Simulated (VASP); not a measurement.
# Na: single point with PBE

Crystal: Na.

```
Na
1.0
     0.00000    2.59329    2.59329
     2.59329    0.00000    2.59329
     2.59329    2.59329    0.00000
Na
1
Direct
  0.00000 0.00000 0.00000
```

This isn't the form of Na at room conditions, which is bcc.

```json
{
  "Program": "VASP 6.6.1",
  "Task": "single point",
  "Functional": "PBE",
  "Potentials or basis": "VASP PAW PBE potentials, release 64 (Na_pv)",
  "Cutoff": "520 eV",
  "k mesh": "35 × 35 × 35",
  "Occupations": "fermi-dirac, width 0.0612256 eV",
  "Spin": "no spin polarisation"
}
```

```
Pressure               : 0.5 GPa
Band gap on the k mesh : zero (an odd number of electrons rules out a gap without spin polarisation)
```

Levels at points of the mesh, in eV from the Fermi level:
| k point | band 1 | band 2 | band 3 | band 4 | band 5 | band 6 | band 7 | band 8 | band 9 |
| --- | --- | --- | --- | --- | --- | --- | --- | --- | --- |
| (0.00, 0.00, 0.00) | -24.86 | -24.86 | -24.86 | -3.42 | 11.46 | 11.46 | 11.46 | 12.61 | 13.22 |

Wall time 3.5 min on 1 thread of Oxide Virtual Turin-like Processor, with other jobs on the host, peak memory 0.38 GiB.
